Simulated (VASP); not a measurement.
TiCo: single point with PBE

Crystal: TiCo.

```
CELL_PARAMETERS angstrom
2.98611 0.00000 0.00000
0.00000 2.98611 0.00000
0.00000 0.00000 2.98611
ATOMIC_POSITIONS crystal
Co 0.50000 0.50000 0.50000
Ti 0.00000 0.00000 0.00000
```

```yaml
Program: VASP 6.6.1
Task: single point
Functional: PBE
Potentials_or_basis: VASP PAW PBE potentials, release 64 (Co, Ti_sv)
Cutoff: 520 eV
k_mesh: 9 × 9 × 9
Occupations: gaussian, width 0.017 eV
Spin: collinear spin, ferromagnetic start
Starting_moments: "[2.0, 1.0] μB"
Dipole_correction: no
Further_INCAR_settings: ALGO = Normal; EDIFF = 1e-06; NBANDS = 22
```

```json
{
  "Pressure": "-0.8 GPa",
  "Net moment": "0.84 μB per cell",
  "Site moments": "Co +0.92; Ti -0.03 μB",
  "Valence electrons inside the program's atomic spheres": "Co 8.29; Ti 10.29"
}
```

Levels at points of the mesh, in eV from the Fermi level:
Spin up:
| k point | band 7 | band 8 | band 9 | band 10 | band 11 | band 12 | band 13 | band 14 | band 15 | band 16 |
| --- | --- | --- | --- | --- | --- | --- | --- | --- | --- | --- |
| (0.00, 0.00, 0.00) | -4.20 | -1.90 | -1.90 | -1.90 | 0.46 | 0.46 | 2.64 | 2.64 | 2.64 | 8.89 |
Spin down:
```csv
k point,band 6,band 7,band 8,band 9,band 10,band 11,band 12,band 13,band 14,band 15
"(0.00, 0.00, 0.00)",-3.55,-3.55,-1.36,-1.36,-1.36,0.99,0.99,2.74,2.74,2.74
```

Wall time 26 s on 1 thread of Intel(R) Xeon(R) Platinum 8488C (Sapphire Rapids), with other jobs on the host, peak memory 0.17 GiB.
